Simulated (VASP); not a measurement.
Crystal: KMgF3.

```
K Mg F
1.0
     4.05419    0.00000    0.00000
     0.00000    4.05419    0.00000
     0.00000    0.00000    4.05419
K Mg F
1 1 3
Direct
  0.50000 0.50000 0.50000
  0.00000 0.00000 0.00000
  0.50000 0.00000 0.00000
  0.00000 0.50000 0.00000
  0.00000 0.00000 0.50000
```

| Quantity | Value |
| --- | --- |
| Program | VASP 6.6.1 |
| Task | relaxation of cell and atoms |
| Functional | LDA |
| Potentials or basis | VASP PAW LDA potentials, release 64 (K_sv, Mg_sv, F) |
| Cutoff | 840 eV |
| k mesh | 6 × 6 × 6 |
| Occupations | fermi-dirac, width 0.02 eV |
| Spin | no spin polarisation |

At the start: pressure -7.2 GPa; volume 13.33 Å³/atom.

Task: How do energy, volume and symmetry change on relaxing?

Result: Over 3 steps the energy falls by 32.4 meV/atom and the volume is 12.02 Å³/atom (-9.8 %); space group Pm-3m (No. 221, to 0.1 Å) before and after.

Step by step:
| step | energy change (eV) | largest force (eV/Å) | pressure (GPa) | volume (Å³) |
| --- | --- | --- | --- | --- |
| 1 | 0.0000 | 0.0000 | -7.20 | 66.64 |
| 2 | -0.1577 | 0.0000 | -1.34 | 61.03 |
| 3 | -0.1618 | 0.0000 | -0.04 | 60.09 |

Final structure:
```xyz
5
Lattice="3.9168 0.0000 0.0000 0.0000 3.9168 0.0000 0.0000 0.0000 3.9168" Properties=species:S:1:pos:R:3 pbc="T T T"
K     1.9584    1.9584    1.9584
Mg    0.0000    0.0000    0.0000
F     1.9584    0.0000    0.0000
F     0.0000    1.9584    0.0000
F     0.0000    0.0000    1.9584
```
